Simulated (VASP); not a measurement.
# B4WC (F-43m) in VASP: a series of runs, part 2 of 2

VASP 6.6.1.

**4. Relaxation of cell and atoms, PBE**

This run uses another cell than the first one, of 7.79 Å³/atom.

The input, INCAR:

```
SYSTEM = B4WC
  PREC = Accurate
  ENCUT = 600
  EDIFF = 1E-6
  ISMEAR = 0
  SIGMA = 0.1
  LREAL = .FALSE.
  LASPH = .TRUE.
  NELM = 100
  ALGO = Normal
  ISIF = 3
  LWAVE = .FALSE.
  LCHARG = .FALSE.
  GGA = PE
  IBRION = 2
  NSW = 90
  EDIFFG = -0.04
```

The input, KPOINTS:

```
Automatic mesh
0
G
  6 6 6
  0 0 0
```

The input, POSCAR:

```
B4WC
1.0
    0.0000000000      2.8588359836      2.8588359836
    2.8588359836      0.0000000000      2.8588359836
    2.8588359836      2.8588359836      0.0000000000
B W C
4 1 1
Direct
    0.3750000000      0.8750000000      0.3750000000
    0.3750000000      0.3750000000      0.8750000000
    0.3750000000      0.3750000000      0.3750000000
    0.8750000000      0.3750000000      0.3750000000
    0.0000000000      0.0000000000      0.0000000000
    0.7500000000      0.7500000000      0.7500000000
```

Potentials or basis: VASP PAW PBE potentials, release 64 (B, W_sv, C).

On the command line:

```sh
cat potpaw_PBE.64/B/POTCAR potpaw_PBE.64/W_sv/POTCAR potpaw_PBE.64/C/POTCAR > POTCAR
mpirun -np 1 vasp_std > vasp.out
```

OUTCAR:

```text
SYSTEM = B4WC
   PREC = Accurate
   ENCUT = 600
   EDIFF = 1E-6
   ISMEAR = 0
   LREAL = .FALSE.
   LASPH = .TRUE.
   NELM = 100
   ISIF = 3
   GGA = PE
   IBRION = 2
   NSW = 90
   EDIFFG = -0.04

 ion  position               nearest neighbor table
   1  0.375  0.875  0.375-   3 2.02   2 2.02   2 2.02   3 2.02   4 2.02   4 2.02   5 2.37   5 2.37
                             5 2.37
   2  0.375  0.375  0.875-   3 2.02   1 2.02   3 2.02   4 2.02   1 2.02   4 2.02   5 2.37   5 2.37
                             5 2.37
   3  0.375  0.375  0.375-   1 2.02   2 2.02   4 2.02   2 2.02   1 2.02   4 2.02   5 2.37   5 2.37
                             5 2.37
   4  0.875  0.375  0.375-   3 2.02   2 2.02   1 2.02   1 2.02   2 2.02   3 2.02   5 2.37   5 2.37
                             5 2.37
   5  0.000  0.000  0.000-   1 2.37   4 2.37   2 2.37   1 2.37   3 2.37   4 2.37   2 2.37   3 2.37
                             4 2.37   1 2.37   2 2.37   3 2.37   6 2.48   6 2.48   6 2.48   6 2.48
   6  0.750  0.750  0.750-   5 2.48   5 2.48   5 2.48   5 2.48

  LATTYP: Found a face centered cubic cell.
 ALAT       =     5.7176719672

  Lattice vectors:

 A1 = (   0.0000000000,   2.8588359836,   2.8588359836)
 A2 = (   2.8588359836,   0.0000000000,   2.8588359836)
 A3 = (   2.8588359836,   2.8588359836,   0.0000000000)

Analysis of symmetry for initial positions (statically):
=====================================================================
 Subroutine PRICEL returns:
 Original cell was already a primitive cell.

 Routine SETGRP: Setting up the symmetry group for a
 face centered cubic supercell.

 Subroutine GETGRP returns: Found 24 space group operations
 (whereof 24 operations were pure point group operations)
 out of a pool of 48 trial point group operations.

The static configuration has the point symmetry T_d .

Analysis of symmetry for dynamics (positions and initial velocities):
=====================================================================
 Subroutine PRICEL returns:
 Original cell was already a primitive cell.

 Routine SETGRP: Setting up the symmetry group for a
 face centered cubic supercell.

 Subroutine GETGRP returns: Found 24 space group operations
 (whereof 24 operations were pure point group operations)
[... 115 lines left out ...]
   EFERMI =   0.00;   METHOD = LEGACY
   ISMEAR =     0;   SIGMA  =   0.10  broadening in eV -4-tet -1-fermi 0-gaus
   EFERMI_NEDOS =   21; number of points for ismear=-14 and -15
   IALGO  =     38    algorithm
   IMIX   =      4    mixing-type and parameters
     AMIX     =   0.40;   BMIX     =  1.00
     AMIX_MAG =   1.60;   BMIX_MAG =  1.00
  volume/ion in A,a.u.               =       7.79        52.56
  Fermi-wavevector in a.u.,A,eV,Ry     =   1.412264  2.668793 27.136694  1.994491
  Thomas-Fermi vector in A             =   2.534031
   LORBIT       =      0    0 simple, 1 ext, 2 COOP (PROOUT), +10 PAW based schemes
   GGA     = PE    functional components
   LHFCALC =     F    Hartree Fock is set to
   AEXX    =    0.0000 exact exchange contribution
   IVDW    =     0    specifies the selected vdW correction
   LEPSILON=     F    determine dielectric tensor
   LRPA    =     F    only Hartree local field effects (RPA)
 conjugate gradient relaxation of ions
 non-spin polarized calculation
 Gauss-broadening in eV      SIGMA  =   0.10
  energy-cutoff  :      600.00
  volume of cell :       46.73
 maximum number of plane-waves:      1588
   NGX = 17   NGY = 17   NGZ = 17

--------------------------------------- Ionic step        1  -------------------------------------------

 number of electron      29.9999999 magnetization

 Free energy of the ion-electron system (eV)
  ---------------------------------------------------
  ext. energy  EPLUGINS =         0.00000000
  ---------------------------------------------------
  free energy    TOTEN  =       -42.55853464 eV

  energy without entropy =      -42.54041032  energy(sigma->0) =      -42.54947248

------------------------ aborting loop because EDIFF is reached ----------------------------------------

  FORCE on cell =-STRESS in cart. coord.  units (eV):
  Direction    XX          YY          ZZ          XY          YZ          ZX
  --------------------------------------------------------------------------------------
  -------------------------------------------------------------------------------------
  Total       -1.3037999     -1.3037999     -1.3037999      0.0000000      0.0000000     -0.0000000
  in kB      -44.7016777    -44.7016777    -44.7016777      0.0000000      0.0000000     -0.0000000
  external PRESSURE =     -44.7016777 kB  Pullay stress =       0.0000000 kB
[... 147 lines left out ...]
--------------------------------------- Ionic step        5  -------------------------------------------

 number of electron      30.0000001 magnetization

 Free energy of the ion-electron system (eV)
  ---------------------------------------------------
  ext. energy  EPLUGINS =         0.00000000
  ---------------------------------------------------
  free energy    TOTEN  =       -42.58449479 eV

  energy without entropy =      -42.57230245  energy(sigma->0) =      -42.57839862

 E-fermi :  10.5674     XC(G=0): -13.2596

 val. band max:       10.5435936985   @ k =   0.5000   0.3333   0.0000
 cond. band min:      10.6041205824   @ k =  -0.1667   0.1667   0.0000
 fundamental gap:      0.0605268839
 Fermi energy:        10.5674314219

 k-point     1 :       0.0000    0.0000    0.0000
  band No.  band energies     occupation
      1     -63.6538      2.00000
      2     -27.9928      2.00000
      3     -27.9928      2.00000
      4     -27.9928      2.00000
      5      -6.3653      2.00000
      6       1.8078      2.00000
[... 374 lines left out ...]
  FREE ENERGIE OF THE ION-ELECTRON SYSTEM (eV)
  ---------------------------------------------------
  free  energy   TOTEN  =       -42.5844947854 eV

  energy  without entropy=      -42.5723024475  energy(sigma->0) =      -42.57839862

 reached required accuracy - stopping structural energy minimisation
```

Wall time 46 s (1 thread of Intel Xeon Platinum 8259CL at 2.50GHz (Skylake/Cascade Lake), shared host); peak memory 0.2 GiB.

Results:

```
Free energy                           : -42.5845 eV
Relaxed volume                        : 7.66 Å³/atom
Relaxed cell                          : a = 4.020 Å, b = 4.020 Å, c = 4.020 Å, α = 60.00°, β = 60.00°, γ = 60.00°
Space group after relaxing (to 0.1 Å) : F-43m (No. 216)
Energy gained by relaxing             : 4.3 meV/atom
Ionic steps                           : 5
Pressure after relaxing               : 0.5 GPa
Band gap on the k mesh                : zero (bands 15 and 16 overlap by 0.01 eV)
```

The path:
```csv
step,energy change (eV),largest force (eV/Å),pressure (GPa),volume (Å³)
1,0.0000,0.2431,-4.47,46.73
2,-0.0099,0.1637,4.73,45.28
3,-0.0164,0.2015,1.04,45.83
4,-0.0235,0.1051,0.72,45.88
5,-0.0260,0.0064,0.48,45.94
```

Final structure:
```xyz
6
Lattice="0.0000 2.8425 2.8425 2.8425 0.0000 2.8425 2.8425 2.8425 0.0000" Properties=species:S:1:pos:R:3 pbc="T T T"
B     3.5361    2.1489    3.5361
B     3.5361    3.5361    2.1489
B     2.1489    2.1489    2.1489
B     2.1489    3.5361    3.5361
W     0.0000    0.0000    0.0000
C     4.2638    4.2638    4.2638
```

Caveat: spin-orbit coupling is left out, which moves the levels of the heavy elements.

**5. Single point, PBE**

The input, INCAR:

```
SYSTEM = B4WC
ALGO     = Normal         ! electronic algorithm
EDIFF    = 1E-6           ! SCF threshold, eV
ENCUT    = 520            ! plane-wave cutoff, eV
GGA      = PE             ! functional
ISIF     = 2              ! what is computed and relaxed
ISMEAR   = 0              ! smearing method
LASPH    = .True.         ! aspherical terms in the spheres
LCHARG   = .True.         ! write CHGCAR
LELF     = .True.         ! ELF
LREAL    = .False.        ! projectors in reciprocal space
LVHAR    = .True.       
LWAVE    = .False.        ! write WAVECAR
NBANDS   = 24             ! bands
NELM     = 100            ! most SCF steps
PREC     = Accurate       ! precision mode
SIGMA    = 0.1            ! smearing width, eV
```

The input, KPOINTS:

```
k-points
0
Gamma
  12 12 12
  0 0 0
```

The input, POSCAR:

```
B4WC
1.0
    0.0000000000      2.8421175594      2.8421175594
    2.8421175594      0.0000000000      2.8421175594
    2.8421175594      2.8421175594      0.0000000000
B W C
4 1 1
Direct
    0.1316884160      0.6227705280      0.6227705280
    0.6227705280      0.6227705280      0.6227705280
    0.6227705280      0.1316884160      0.6227705280
    0.6227705280      0.6227705280      0.1316884160
    0.0000000000      0.0000000000      0.0000000000
    0.2500000000      0.2500000000      0.2500000000
```

On the command line:

```sh
cat potpaw_PBE.64/B/POTCAR potpaw_PBE.64/W_sv/POTCAR potpaw_PBE.64/C/POTCAR > POTCAR
mpirun -np 1 vasp_std > vasp.out
```

It took 69 s on 1 thread of Intel Xeon Platinum 8259CL at 2.50GHz (Skylake/Cascade Lake), shared host; peak memory 0.22 GiB.

The run converged. Its results:

```yaml
Free_energy: -42.6175 eV
Pressure: 0.4 GPa
Band_gap_on_the_k_mesh: zero (bands 15 and 16 overlap by 0.01 eV)
```

Forces on the atoms (eV/Å):
```
B   -0.002  0.002  0.002
B   -0.002 -0.002 -0.002
B    0.002 -0.002  0.002
B    0.002  0.002 -0.002
W    0.000  0.000  0.000
C    0.000  0.000  0.000
```

Levels at points of the mesh, in eV from the Fermi level:
```tsv
k point	band 13	band 14	band 15	band 16	band 17	band 18
(0.00, 0.00, 0.00)	-3.22	-3.22	-3.22	0.48	0.48	0.48
(0.50, 0.00, 0.00)	-3.08	-3.08	-0.16	1.96	2.44	2.44
(0.50, 0.50, 0.00)	-2.41	-0.89	-0.86	1.66	1.85	2.13
```

Caveat: spin-orbit coupling is left out, which moves the levels of the heavy elements.

**6. Relaxation of cell and atoms, PBE**

The input, INCAR:

```
SYSTEM = B4WC
  PREC = Accurate
  ENCUT = 600
  EDIFF = 1E-6
  ISMEAR = 0
  SIGMA = 0.1
  LREAL = .False.
  LASPH = .True.
  NELM = 80
  ALGO = Normal
  ISIF = 3
  LWAVE = .False.
  LCHARG = .False.
  GGA = PE
  IBRION = 2
  NSW = 100
  EDIFFG = -0.01
```

The input, KPOINTS:

```
Automatic mesh
0
Gamma
  12 12 12
  0 0 0
```

The input, POSCAR:

```
B4WC
1.0
    0.0000000000      2.8428008216      2.8428008216
    2.8428008216      0.0000000000      2.8428008216
    2.8428008216      2.8428008216      0.0000000000
B W C
4 1 1
Direct
    0.1342131806      0.6219289398      0.6219289398
    0.6219289398      0.6219289398      0.6219289398
    0.6219289398      0.1342131806      0.6219289398
    0.6219289398      0.6219289398      0.1342131806
    0.0000000000      0.0000000000      0.0000000000
    0.2500000000      0.2500000000      0.2500000000
```

Potentials or basis: VASP PAW PBE potentials, release 64 (B, W_sv, C).

On the command line:

```sh
cat potpaw_PBE.64/B/POTCAR potpaw_PBE.64/W_sv/POTCAR potpaw_PBE.64/C/POTCAR > POTCAR
mpirun -np 1 vasp_std > vasp.out
```

OUTCAR:

```text
SYSTEM = B4WC
   PREC = Accurate
   ENCUT = 600
   EDIFF = 1E-6
   ISMEAR = 0
   LREAL = .False.
   LASPH = .True.
   NELM = 80
   ISIF = 3
   GGA = PE
   IBRION = 2
   NSW = 100
   EDIFFG = -0.01

 ion  position               nearest neighbor table
   1  0.134  0.622  0.622-   2 1.96   3 1.96   4 1.96   3 2.06   4 2.06   2 2.06   5 2.36   5 2.36
                             5 2.36
   2  0.622  0.622  0.622-   1 1.96   3 1.96   4 1.96   1 2.06   3 2.06   4 2.06   5 2.36   5 2.36
                             5 2.36
   3  0.622  0.134  0.622-   1 1.96   2 1.96   4 1.96   1 2.06   4 2.06   2 2.06   5 2.36   5 2.36
                             5 2.36
   4  0.622  0.622  0.134-   1 1.96   2 1.96   3 1.96   3 2.06   1 2.06   2 2.06   5 2.36   5 2.36
                             5 2.36
   5  0.000  0.000  0.000-   2 2.36   3 2.36   4 2.36   1 2.36   2 2.36   4 2.36   1 2.36   2 2.36
                             3 2.36   1 2.36   3 2.36   4 2.36   6 2.46   6 2.46   6 2.46   6 2.46
[... 365 lines left out ...]

 val. band max:       10.5363513506   @ k =   0.5000   0.3333   0.0000
 cond. band min:      10.5612210122   @ k =   0.2500   0.1667   0.0833
 fundamental gap:      0.0248696616
 Fermi energy:        10.5509422076

 k-point     1 :       0.0000    0.0000    0.0000
  band No.  band energies     occupation
      1     -63.6487      2.00000
      2     -27.9891      2.00000
      3     -27.9891      2.00000
      4     -27.9891      2.00000
      5      -6.3620      2.00000
      6       1.7415      2.00000
[... 505 lines left out ...]
      6      -2.7358      2.00000
[... 11 lines left out ...]
     18      13.3008      0.00000
     19      14.8118      0.00000

 [... further k-points ...]

------------------------ aborting loop because EDIFF is reached ----------------------------------------

  FORCE on cell =-STRESS in cart. coord.  units (eV):
  Direction    XX          YY          ZZ          XY          YZ          ZX
  --------------------------------------------------------------------------------------
  -------------------------------------------------------------------------------------
  Total       -0.0038969     -0.0038969     -0.0038969      0.0000000      0.0000000     -0.0000000
  in kB       -0.1358026     -0.1358026     -0.1358026      0.0000000      0.0000000     -0.0000000
  external PRESSURE =      -0.1358026 kB  Pullay stress =       0.0000000 kB
[... 21 lines left out ...]
  FREE ENERGIE OF THE ION-ELECTRON SYSTEM (eV)
  ---------------------------------------------------
  free  energy   TOTEN  =       -42.6224886864 eV

  energy  without entropy=      -42.6140266806  energy(sigma->0) =      -42.61825768

 reached required accuracy - stopping structural energy minimisation
```

CONTCAR:

```text
B4WC
   1.00000000000000
    -0.0000000000000000    2.8433450481487186    2.8433450481487186
     2.8433450481487186   -0.0000000000000000    2.8433450481487186
     2.8433450481487186    2.8433450481487186   -0.0000000000000000
  B               W               C
     4     1     1
Direct
     0.1316449146171081    0.6227850284609640    0.6227850284609640
     0.6227850284609640    0.6227850284609640    0.6227850284609640
     0.6227850284609640    0.1316449146171081    0.6227850284609640
     0.6227850284609640    0.6227850284609640    0.1316449146171081
     0.0000000000000000    0.0000000000000000    0.0000000000000000
     0.2500000000000000    0.2500000000000000    0.2500000000000000

  0.00000000E+00  0.00000000E+00  0.00000000E+00
  0.00000000E+00  0.00000000E+00  0.00000000E+00
  0.00000000E+00  0.00000000E+00  0.00000000E+00
  0.00000000E+00  0.00000000E+00  0.00000000E+00
  0.00000000E+00  0.00000000E+00  0.00000000E+00
  0.00000000E+00  0.00000000E+00  0.00000000E+00
```

It took 2.2 min on 1 thread of Intel Xeon Platinum 8259CL at 2.50GHz (Skylake/Cascade Lake), shared host; peak memory 0.25 GiB.

What came out:

- Free energy: -42.6225 eV
- Relaxed volume: 7.66 Å³/atom
- Relaxed cell: a = 4.021 Å, b = 4.021 Å, c = 4.021 Å, α = 60.00°, β = 60.00°, γ = 60.00°
- Space group after relaxing (to 0.1 Å): F-43m (No. 216)
- Energy gained by relaxing: 0.2 meV/atom
- Ionic steps: 5
- Pressure after relaxing: 0.0 GPa
- Largest force after relaxing: 0.004 eV/Å
- Band gap on the k mesh: zero (bands 15 and 16 overlap by 0.01 eV)

Forces on the atoms (eV/Å):
```
B   -0.002  0.002  0.002
B   -0.002 -0.002 -0.002
B    0.002 -0.002  0.002
B    0.002  0.002 -0.002
W    0.000  0.000  0.000
C    0.000  0.000  0.000
```

Step by step:
```tsv
step	energy change (eV)	largest force (eV/Å)	pressure (GPa)	volume (Å³)
1	0.0000	0.0797	0.23	45.95
2	-0.0009	0.0399	-0.26	46.02
3	-0.0010	0.0141	-0.61	46.07
4	-0.0011	0.0171	0.43	45.90
5	-0.0013	0.0036	-0.01	45.97
```

Final structure:
```
B W C
1.0
     0.00000    2.84335    2.84335
     2.84335    0.00000    2.84335
     2.84335    2.84335    0.00000
B W C
4 1 1
Cartesian
  3.5416 2.1451 2.1451
  3.5416 3.5416 3.5416
  2.1451 3.5416 2.1451
  2.1451 2.1451 3.5416
  0.0000 0.0000 0.0000
  1.4217 1.4217 1.4217
```

Levels at points of the mesh, in eV from the Fermi level:
```
           k point  band 11  band 12  band 13  band 14  band 15  band 16  band 17  band 18  band 19
(0.00, 0.00, 0.00)    -5.41    -5.41    -3.21    -3.21    -3.21     0.48     0.48     0.48     5.71
(0.50, 0.00, 0.00)    -4.93    -4.93    -3.07    -3.07    -0.16     1.96     2.44     2.44     4.82
(0.50, 0.50, 0.00)    -3.23    -2.40    -2.40    -0.89    -0.85     1.66     1.85     2.12     2.31
```

Caveat: spin-orbit coupling is left out, which moves the levels of the heavy elements.

**7. Overview**

```csv
task,cell,k mesh,cutoff (eV),gap on the mesh (eV),pressure (GPa),relaxed volume (Å³/atom)
single point,"a = 4.020 Å, angles 60.0°, 6 atoms, atomic positions A",6 × 6 × 6,520,none,0.4,-
single point,"a = 4.043 Å, angles 60.0°, 6 atoms, atomic positions B",6 × 6 × 6,520,0.03,-4.5,-
relaxation of cell and atoms,"relaxed from a = 4.043 Å, angles 60.0°, 6 atoms, atomic positions B",6 × 6 × 6,600,none,0.5,7.66
single point,"a = 4.019 Å, angles 60.0°, 6 atoms, atomic positions C",12 × 12 × 12,520,none,0.4,-
relaxation of cell and atoms,"relaxed from a = 4.020 Å, angles 60.0°, 6 atoms, atomic positions A",12 × 12 × 12,600,none,0.0,7.66
```

Alike in all rows: level PBE; potentials or basis VASP PAW PBE potentials, release 64 (B, W_sv, C); no spin polarisation; smearing gaussian 0.1 eV.

Caveats: spin-orbit coupling is left out, which moves the levels of the heavy elements; the cell stands under tension (at least some runs); the smearing spreads over this small gap (at least some runs).

Total energies depend on the potentials used, so only differences within one code and one set of settings carry meaning.

The gap in the log of VASP goes by the Fermi energy; the results here count the filled bands.